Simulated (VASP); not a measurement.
Wanted: the native input for a VASP 6.6.1 run.

* Task: relaxation of cell and atoms
* Functional: PBE
* Potentials or basis: VASP PAW PBE potentials, release 64 (Al, B, P)
* Cutoff: 600 eV
* k mesh: 12 × 12 × 2
* Occupations: gaussian, width 0.1 eV
* Spin: no spin polarisation
* Dipole correction: no
* Further INCAR settings: LREAL = Auto; ALGO = Normal; EDIFF = 1e-06; IBRION = 2; EDIFFG = -0.001; NSW = 80; ISIF = 3

The structure of Al4B3P lies in POSCAR:

```
Al4B3P
1.0
    3.0391866643      0.0000000000      0.0000000000
   -1.5195933321      2.6320128582      0.0000000000
    0.0000000000      0.0000000000     23.8228675342
Al B P
8 6 2
Direct
    0.6666666667      0.3333333333      0.3603159096
    0.0000000000      0.0000000000      0.7923931874
    0.0000000000      0.0000000000      0.2076068126
    0.0000000000      0.0000000000      0.9306436016
    0.0000000000      0.0000000000      0.0693563984
    0.3333333333      0.6666666667      0.6396840904
    0.3333333333      0.6666666667      0.4535831856
    0.6666666667      0.3333333333      0.5464168144
    0.6666666667      0.3333333333      0.8630288837
    0.3333333333      0.6666666667      0.8604447729
    0.3333333333      0.6666666667      0.1369711163
    0.6666666667      0.3333333333      0.1395552271
    0.3333333333      0.6666666667      0.9993403168
    0.6666666667      0.3333333333      0.0006596832
    0.3333333333      0.6666666667      0.2818004470
    0.6666666667      0.3333333333      0.7181995530
```

One way to write it, as run:

INCAR

```
SYSTEM = Al4B3P
PREC = Accurate ; ENCUT = 600
EDIFF = 1E-6 ; ISMEAR = 0
SIGMA = 0.1 ; LREAL = Auto
LASPH = .TRUE. ; NELM = 80
ALGO = Normal ; ISIF = 3
LWAVE = .FALSE. ; LCHARG = .FALSE.
GGA = PE ; IBRION = 2
NSW = 80 ; EDIFFG = -0.001
```

KPOINTS

```
regular mesh
0
G
  12 12 2
  0 0 0
```

Potentials or basis: VASP PAW PBE potentials, release 64 (Al, B, P).

Command:

```console
$ cat potpaw_PBE.64/Al/POTCAR potpaw_PBE.64/B/POTCAR potpaw_PBE.64/P/POTCAR > POTCAR
$ mpirun -np 1 vasp_std > vasp.out
```

It gave:

```yaml
Relaxed_volume: 11.90 Å³/atom
Relaxed_cell: a = 3.039 Å, b = 3.039 Å, c = 23.812 Å, α = 90.00°, β = 90.00°, γ = 120.00°
Space_group_after_relaxing_to_0.1_Å: P-3m1 (No. 164)
Energy_gained_by_relaxing: 0.0 meV/atom
Ionic_steps: 14
Pressure_after_relaxing: 0.0 GPa
Band_gap_on_the_k_mesh: zero (bands 26 and 27 overlap by 4.23 eV)
```

Run time: 48 min on 1 thread of Intel Xeon 8259CL, on a shared host, peak memory 0.46 GiB.
